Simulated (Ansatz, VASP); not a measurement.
## Two plane-wave programs on Tl

File INCAR:

```
PREC = Accurate ; ENCUT = 520
EDIFF = 1E-6 ; ISMEAR = 1
SIGMA = 0.01 ; LREAL = False
LASPH = True ; NELM = 80
ALGO = Normal ; ISIF = 2
LWAVE = False ; LCHARG = False
GGA = PE ; NBANDS = 20
```

File KPOINTS:

```
Automatic mesh
0
Gamma
  10 10 6
```

Contents of POSCAR:

```
Tl
1.0
    3.5902820628      0.0000000000      0.0000000000
   -1.7951410314      3.1092754731      0.0000000000
    0.0000000000      0.0000000000      5.6419406004
Tl
2
Direct
    0.3333333333      0.6666666667      0.2500000000
    0.6666666667      0.3333333333      0.7500000000
```

Input for Ansatz:

```yaml
crystal:
  lattice:
    - [3.5902820628, 0.0, 0.0]
    - [-1.7951410314, 3.1092754731, 0.0]
    - [0.0, 0.0, 5.6419406004]
  atoms:
    - { symbol: Tl, position: [0.3333333333, 0.6666666667, 0.25] }
    - { symbol: Tl, position: [0.6666666667, 0.3333333333, 0.75] }
hamiltonian:
  xc: pbe
  pseudopotentials:
    kind: paw
    azcp:
      Tl: "pseudopotentials/Tl.paw.azcp"
basis:
  ecutwfc: 420
  fft_grid_basis: typed
kpoints:
  mp_grid: { grid: [10, 10, 6], shift: [0, 0, 0] }
magnetization:
  spin_polarized: false
scf:
  occupations: { method: methfessel_paxton, width: 0.01 }
  lower_state_search: "off"
output:
  stress: true
```

Alike in both runs: task single point; functional PBE; k mesh 10 × 10 × 6; occupations methfessel-paxton of order 1, width 0.01 eV; no spin polarisation.

|  | VASP | Ansatz |
| --- | --- | --- |
| version | VASP 6.6.1 | Ansatz 0.2.0 |
| potentials or method | VASP PAW PBE potentials, release 64 (Tl_d), cutoff 520 eV | plane waves (420 eV) with PAW, scalar-relativistic |
| valence electrons in the cell | 26 | 26 |

```csv
,VASP,Ansatz,Ansatz less VASP
pressure (GPa),-0.1,0.0,+0.07
"traceless stress, the component that is largest in VASP (GPa)",0.13,0.13,-0.003
```

Spin-orbit coupling is off throughout.
